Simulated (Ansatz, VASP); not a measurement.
This is a calculation of CuO for Ansatz 0.2.0.

input.yaml

```yaml
crystal:
  lattice:
    - [0.0, 2.32725273, 2.32725273]
    - [2.32725273, 0.0, 2.32725273]
    - [2.32725273, 2.32725273, 0.0]
  atoms:
    - { symbol: Cu, position: [0.0, 0.0, 0.0] }
    - { symbol: O, position: [0.25, 0.25, 0.25] }
kpoints:
  mp_grid: { grid: [8, 8, 8] }
scf:
  occupations: { method: fermi_dirac, width: 0.05 }
hamiltonian:
  xc: pbe
  pseudopotentials: { kind: all_electron, lapw: { basis_error: 0.002 } }
output:
  forces: true
  stress: true
relax:
  f_tol: 0.005
  max_steps: 60
  cell: {}
```

Potentials or basis: all-electron LAPW, scalar-relativistic.

Launch:

```console
$ ansatz run input.yaml --threads 1 --pin off --max-ram 3072MiB --backend cpu --events-out ev --progress --plain --runs-dir out
```

Q: Set up the same calculation for VASP 6.6.1. Potentials there: VASP PAW PBE potentials, release 64 (Cu, O).

A: As run (the cutoff follows the program's own potentials):

Contents of INCAR:

```
SYSTEM = CuO
ALGO = Normal
EDIFF = 1E-7
EDIFFG = -0.005
ENCUT = 600
GGA = PE
IBRION = 2
ISIF = 3
ISMEAR = -1
LASPH = .True.
LCHARG = .False.
LREAL = .False.
LWAVE = .False.
NELM = 60
NSW = 80
PREC = Accurate
SIGMA = 0.05
```

Contents of KPOINTS:

```
k-points
0
Gamma
  8 8 8
  0 0 0
```

The input POSCAR:

```
CuO
1.0
    0.0000000000      2.3272527300      2.3272527300
    2.3272527300      0.0000000000      2.3272527300
    2.3272527300      2.3272527300      0.0000000000
Cu O
1 1
Direct
    0.0000000000      0.0000000000      0.0000000000
    0.2500000000      0.2500000000      0.2500000000
```

Potentials or basis: VASP PAW PBE potentials, release 64 (Cu, O).

Launch:

```bash
$ cat potpaw_PBE.64/Cu/POTCAR potpaw_PBE.64/O/POTCAR > POTCAR
$ mpirun -np 1 vasp_std > vasp.out
```

Both were run:

|  | VASP | Ansatz | Ansatz less VASP |
| --- | --- | --- | --- |
| relaxed volume (Å³/atom) | 11.61 | 11.57 | -0.036 |
| relaxed cell length with the largest relative difference (Å) | 3.202 | 3.199 | -0.0033 |

Ansatz ran all-electron here, and VASP with PAW potentials.

Noted on Ansatz's run: the k mesh is thin for a metal, which can move the energy by tens of meV per atom.
